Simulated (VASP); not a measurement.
# NiMo18S36 (a cell with a defect) in VASP: single point with PBE

Aim: the single point of NiMo18S36 (a cell with a defect) with PBE.

All numbers are computed with VASP 6.6.1; they aren't measurements. Logs are shortened: lines on timing, memory, paths and dates and some standing lists are left out, and cuts for length are marked.

**1. The cell of the first run**

The cell holds a defect, 55 atoms: a = 9.367 Å, b = 9.367 Å, c = 12.083 Å, α = 90.00°, β = 90.00°, γ = 120.00°.

**2. Single point, PBE**

INCAR reads:

```
PREC     = Accurate       # precision mode
ENCUT    = 520            # plane-wave cutoff, eV
EDIFF    = 1E-6           # SCF threshold, eV
ISMEAR   = -1             # smearing method
SIGMA    = 0.01           # smearing width, eV
LREAL    = Auto         
LASPH    = T              # aspherical terms in the spheres
NELM     = 120            # most SCF steps
ALGO     = Normal         # electronic algorithm
ISIF     = 2              # what is computed and relaxed
LWAVE    = F              # write WAVECAR
LCHARG   = F              # write CHGCAR
GGA      = PE             # functional
NBANDS   = 272            # bands
GGA_COMPAT= F
```

KPOINTS reads:

```
regular mesh
0
Gamma
  1 1 1
```

POSCAR reads:

```
NiMo18S36
1.0
    9.3669868000      0.0000000800      0.0000000000
   -4.6834934700      8.1120484800      0.0000000000
    0.0000000000      0.0000000000     12.0827026900
Mo S Ni
18 36 1
Direct
    0.2143811661      0.1071400134      0.2530918023
    0.1145121302      0.2268519469      0.7474570245
    0.2148419014      0.4414045345      0.2527833448
    0.1140245423      0.5595714821      0.7475793481
    0.2168286965      0.7754373015      0.2512711831
    0.1139693176      0.8935834159      0.7474991508
    0.5511748249      0.1075069951      0.2530236884
    0.4463485872      0.2241430101      0.7440745858
    0.5487547647      0.4408091205      0.2510768557
    0.4464314954      0.5612306159      0.7445543626
    0.5511668663      0.7770600695      0.2526498482
    0.4482391178      0.8936540483      0.7473997525
    0.8836465409      0.1088938178      0.2512999846
    0.7809903196      0.2268550221      0.7476995199
    0.8840019892      0.4413961453      0.2523030714
    0.7830710912      0.5610898343      0.7453675913
    0.8837009104      0.7764656418      0.2522457995
    0.7809807213      0.8933077700      0.7478450999
    0.2229244557      0.1141975402      0.6170746058
    0.1049498911      0.2197426453      0.3814219482
    0.2271170460      0.1163106932      0.8757966054
    0.1060926564      0.2200307353      0.1227712903
    0.2232673756      0.4480961857      0.6172765474
    0.1058039609      0.5544547721      0.3814419769
    0.2269215812      0.4498307660      0.8760124512
    0.1053668550      0.5529067045      0.1223842081
    0.2253362068      0.7822093270      0.6186733376
    0.1053095337      0.8850139406      0.3815455961
    0.2256034038      0.7824377526      0.8766930108
    0.1050630366      0.8864754703      0.1224677159
    0.5601142547      0.1144053758      0.6171510788
    0.4392918824      0.2204630519      0.3803231874
    0.5577024691      0.1161892656      0.8758901275
    0.4320906881      0.2064368784      0.1214557734
    0.5591370691      0.4492619792      0.6165135559
    0.4396285682      0.5524055947      0.3800306205
    0.5577033262      0.4480398465      0.8689003834
    0.4329984461      0.5583329509      0.1210797814
    0.5600724264      0.7845389449      0.6173871187
    0.4380768933      0.8856187167      0.3816977971
    0.5577787518      0.7808729165      0.8761463616
    0.4399800994      0.8868503415      0.1225876394
    0.8919680309      0.1155137239      0.6187461690
    0.7733479350      0.2200959403      0.3812124752
    0.8924093482      0.1158815718      0.8772423084
    0.7722581783      0.2198278206      0.1225510582
    0.8929763274      0.4481574460      0.6176782787
    0.7700243094      0.5519682173      0.3796179644
    0.8917742522      0.4496956518      0.8764501016
    0.7806399286      0.5571236351      0.1205429809
    0.8928193105      0.7839822388      0.6177141978
    0.7730574547      0.8872204050      0.3810432250
    0.8918364901      0.7812329949      0.8764886691
    0.7723913992      0.8866627161      0.1223746076
    0.5448290527      0.4373307143      0.0396613251
```

Potentials or basis: VASP PAW PBE potentials, release 64 (Mo_sv, S, Ni).

Command:

```sh
> cat potpaw_PBE.64/Mo_sv/POTCAR potpaw_PBE.64/S/POTCAR potpaw_PBE.64/Ni/POTCAR > POTCAR
> mpirun -np 1 vasp_gam > vasp.out
```

OUTCAR:

```text
PREC = Accurate
   ENCUT = 520
   EDIFF = 1E-6
   ISMEAR = -1
   LREAL = Auto
   LASPH = T
   NELM = 120
   ISIF = 2
   GGA = PE

 ion  position               nearest neighbor table
   1  0.214  0.107  0.253-  20 2.38  28 2.38  34 2.38  32 2.39  30 2.39  22 2.39  17 3.10  13 3.11
                             5 3.12   9 3.13   3 3.13   7 3.15
   2  0.115  0.227  0.747-  43 2.38  21 2.38  25 2.38  23 2.39  19 2.39  45 2.39   4 3.12   6 3.12
                            10 3.12   8 3.12  14 3.12  18 3.12
   3  0.215  0.441  0.253-  20 2.38  24 2.38  38 2.38  36 2.39  22 2.39  26 2.39  15 3.10  13 3.11
                             5 3.12   1 3.13   9 3.13  11 3.15
   4  0.114  0.560  0.748-  25 2.38  49 2.38  47 2.38  23 2.38  27 2.38  29 2.39  10 3.11  16 3.11
                            14 3.12   2 3.12   6 3.13  12 3.13
   5  0.217  0.775  0.251-  26 2.38  24 2.38  30 2.39  42 2.39  28 2.39  40 2.39   1 3.12   3 3.12
                             7 3.12  15 3.12  11 3.12  17 3.13
   6  0.114  0.894  0.747-  21 2.38  53 2.38  51 2.38  19 2.38  27 2.38  29 2.39   8 3.11  16 3.11
                            18 3.12   2 3.12   4 3.13  12 3.13
   7  0.551  0.108  0.253-  44 2.38  40 2.38  34 2.38  42 2.38  32 2.39  46 2.39  11 3.10  13 3.11
                             5 3.12  15 3.12   9 3.13   1 3.15
   8  0.446  0.224  0.744-  37 2.36  31 2.37  19 2.37  21 2.39  33 2.39  35 2.39  12 3.10   6 3.11
                             2 3.12  14 3.12  16 3.16  10 3.16
   9  0.549  0.441  0.251-  36 2.37  32 2.37  48 2.37  50 2.45  38 2.46  34 2.46  55 2.55   1 3.13
                             3 3.13   7 3.13  15 3.14  11 3.14  17 3.14
  10  0.446  0.561  0.745-  37 2.36  23 2.38  39 2.38  25 2.39  41 2.39  35 2.39  12 3.11   4 3.11
                             2 3.12  18 3.12  16 3.15   8 3.16
  11  0.551  0.777  0.253-  52 2.38  40 2.38  38 2.38  42 2.38  36 2.39  54 2.39   7 3.10  13 3.11
                            17 3.12   5 3.12   9 3.14   3 3.15
  12  0.448  0.894  0.747-  33 2.38  41 2.38  39 2.38  31 2.38  27 2.39  29 2.39   8 3.10  10 3.11
                            18 3.12  14 3.12   4 3.13   6 3.13
  13  0.884  0.109  0.251-  22 2.38  46 2.38  54 2.38  52 2.39  44 2.39  20 2.39   1 3.11   7 3.11
                             3 3.11  11 3.11  15 3.11  17 3.11
  14  0.781  0.227  0.748-  33 2.38  43 2.38  49 2.38  47 2.39  31 2.39  45 2.39   4 3.12  12 3.12
                            16 3.12   8 3.12   2 3.12  18 3.12
  15  0.884  0.441  0.252-  44 2.38  24 2.38  48 2.38  46 2.39  26 2.39  50 2.39   3 3.10  13 3.11
                             7 3.12   5 3.12   9 3.14  17 3.14
  16  0.783  0.561  0.745-  37 2.36  47 2.38  51 2.38  49 2.39  53 2.39  35 2.39   6 3.11   4 3.11
                            14 3.12  18 3.12  10 3.15   8 3.16
  17  0.884  0.776  0.252-  52 2.38  28 2.38  30 2.38  48 2.38  54 2.39  50 2.39   1 3.10  13 3.11
                            11 3.12   5 3.13  15 3.14   9 3.14
  18  0.781  0.893  0.748-  41 2.38  43 2.38  53 2.38  51 2.39  39 2.39  45 2.39   6 3.12  12 3.12
[... 22 lines left out ...]
  40  0.438  0.886  0.382-   7 2.38  11 2.38   5 2.39
  41  0.558  0.781  0.876-  12 2.38  18 2.38  10 2.39
  42  0.440  0.887  0.123-  11 2.38   7 2.38   5 2.39
  43  0.892  0.116  0.619-   2 2.38  14 2.38  18 2.38
  44  0.773  0.220  0.381-   7 2.38  15 2.38  13 2.39
  45  0.892  0.116  0.877-  18 2.39  14 2.39   2 2.39
  46  0.772  0.220  0.123-  13 2.38  15 2.39   7 2.39
  47  0.893  0.448  0.618-  16 2.38   4 2.38  14 2.39
  48  0.770  0.552  0.380-   9 2.37  15 2.38  17 2.38
[... 243 lines left out ...]
   IALGO  =     38    algorithm
   IMIX   =      4    mixing-type and parameters
     AMIX     =   0.40;   BMIX     =  1.00
     AMIX_MAG =   1.60;   BMIX_MAG =  1.00
  volume/ion in A,a.u.               =      16.69       112.65
  Fermi-wavevector in a.u.,A,eV,Ry     =   1.317001  2.488770 23.599175  1.734490
  Thomas-Fermi vector in A             =   2.447073
   LORBIT       =      0    0 simple, 1 ext, 2 COOP (PROOUT), +10 PAW based schemes
   GGA     = PE    functional components
[... 5 lines left out ...]
 non-spin polarized calculation
  energy-cutoff  :      520.00
  volume of cell :      918.11
 maximum number of plane-waves:     12404
 NGX is ok and might be reduce to    70
   NGX = 35   NGY = 35   NGZ = 45

 number of electron     477.9999986 magnetization

 Free energy of the ion-electron system (eV)
  ---------------------------------------------------
  ext. energy  EPLUGINS =         0.00000000
  ---------------------------------------------------
  free energy    TOTEN  =      -395.51206706 eV

  energy without entropy =     -395.51206706  energy(sigma->0) =     -395.51206706

 E-fermi :   8.9521     XC(G=0): -11.1920

 val. band max:        8.5210939153   @ k =   0.0000   0.0000   0.0000
 cond. band min:       9.5097281120   @ k =   0.0000   0.0000   0.0000
 fundamental gap:      0.9886341967
 Fermi energy:         8.9520565297

 k-point     1 :       0.0000    0.0000    0.0000
  band No.  band energies     occupation
      1     -53.0714      2.00000
      2     -53.0409      2.00000
      3     -53.0400      2.00000
      4     -53.0372      2.00000
      5     -53.0306      2.00000
      6     -53.0293      2.00000
[... 243 lines left out ...]
    250       9.8778      0.00000
    251       9.8798      0.00000
 [bands above 251 left out]

------------------------ aborting loop because EDIFF is reached ----------------------------------------

  FORCE on cell =-STRESS in cart. coord.  units (eV):
  Direction    XX          YY          ZZ          XY          YZ          ZX
  --------------------------------------------------------------------------------------
  -------------------------------------------------------------------------------------
  Total       50.8928326     50.8492796     43.8111334      0.0223745     -0.3900555     -0.3057855
  in kB       88.8122084     88.7362048     76.4540565      0.0390453     -0.6806791     -0.5336209
  external PRESSURE =      84.6674899 kB  Pullay stress =       0.0000000 kB

 VOLUME and BASIS-vectors are now :
 -----------------------------------------------------------------------------
  energy-cutoff  :      520.00
  volume of cell :      918.11
      direct lattice vectors                 reciprocal lattice vectors
     9.366986800  0.000000080  0.000000000     0.106757917  0.061636713  0.000000000
    -4.683493470  8.112048480  0.000000000    -0.000000001  0.123273424  0.000000000
     0.000000000  0.000000000 12.082702690     0.000000000  0.000000000  0.082762940

 POSITION                                       TOTAL-FORCE (eV/Angst)
 -----------------------------------------------------------------------------------
      1.50632      0.86912      3.05803         0.002971      0.005229     -0.004315
      0.01017      1.84023      9.03130        -0.007922     -0.008699      0.001600
     -0.05489      3.58070      3.05431         0.003924     -0.004656      0.001414
     -1.55268      4.53927      9.03278        -0.007913     -0.008030     -0.001992
     -1.60072      6.29039      3.03603         0.001674     -0.000742      0.001863
     -3.11754      7.24879      9.03181        -0.007655     -0.009919     -0.000381
[... 47 lines left out ...]
      3.08230      7.19265      1.47862         0.003013     -0.004418      0.015216
      3.05517      3.54765      0.47922         0.144843      0.198424      0.018933
 -----------------------------------------------------------------------------------
    total drift:                                0.005737      0.003285      0.001259

  FREE ENERGIE OF THE ION-ELECTRON SYSTEM (eV)
  ---------------------------------------------------
  free  energy   TOTEN  =      -395.5120670586 eV

  energy  without entropy=     -395.5120670586  energy(sigma->0) =     -395.51206706
```

Run time: 22 min. Hardware: 1 thread of AMD EPYC 7R13, shared host; peak memory 0.89 GiB.

Results:

```
Free energy            : -395.5121 eV
Pressure               : 8.5 GPa
Largest force          : 0.246 eV/Å
Band gap on the k mesh : 0.99 eV
```

Forces on the atoms (eV/Å):
```
Mo   0.003  0.005 -0.004
Mo  -0.008 -0.009  0.002
Mo   0.004 -0.005  0.001
Mo  -0.008 -0.008 -0.002
Mo   0.002 -0.001  0.002
Mo  -0.008 -0.010  0.000
Mo  -0.003  0.003 -0.004
Mo  -0.010 -0.010  0.003
Mo   0.008  0.009  0.002
Mo  -0.010 -0.010  0.000
Mo  -0.001  0.000  0.005
Mo  -0.008 -0.008 -0.001
Mo   0.001 -0.001  0.001
Mo  -0.008 -0.009  0.000
Mo   0.004 -0.003  0.006
Mo  -0.006 -0.010 -0.007
Mo   0.006  0.004  0.008
Mo  -0.008 -0.008 -0.002
S   -0.007 -0.008  0.017
S    0.003 -0.001 -0.016
S   -0.008 -0.015 -0.010
S   -0.004 -0.003  0.011
S   -0.006 -0.010  0.013
S    0.006 -0.001 -0.015
S   -0.011 -0.006 -0.014
S    0.003 -0.003  0.015
S   -0.008 -0.010  0.013
S    0.009  0.006 -0.014
S   -0.008 -0.008 -0.012
S    0.002  0.001  0.013
S   -0.007 -0.008  0.016
S    0.001  0.005 -0.016
S   -0.006 -0.009 -0.010
S    0.000  0.000  0.011
S   -0.011 -0.011  0.013
S    0.002 -0.002 -0.014
S   -0.009 -0.004 -0.032
S   -0.014  0.011  0.012
S   -0.007 -0.008  0.014
S   -0.002  0.003 -0.015
S   -0.006 -0.010 -0.012
S    0.002  0.001  0.011
S   -0.004 -0.008  0.013
S   -0.002 -0.002 -0.015
S   -0.010 -0.009 -0.014
S    0.003  0.001  0.012
S   -0.007 -0.008  0.011
S    0.006  0.000 -0.011
S   -0.011 -0.008 -0.017
S    0.033  0.019  0.017
S   -0.009 -0.007  0.012
S    0.000  0.000 -0.013
S   -0.010 -0.011 -0.018
S    0.003 -0.004  0.015
Ni   0.145  0.198  0.019
```

Stress tensor (GPa, compression positive):
```
 8.88  0.00 -0.05
 0.00  8.87 -0.07
-0.05 -0.07  7.65
```

Caveat: the k points lie up to 0.77 Å⁻¹ apart.
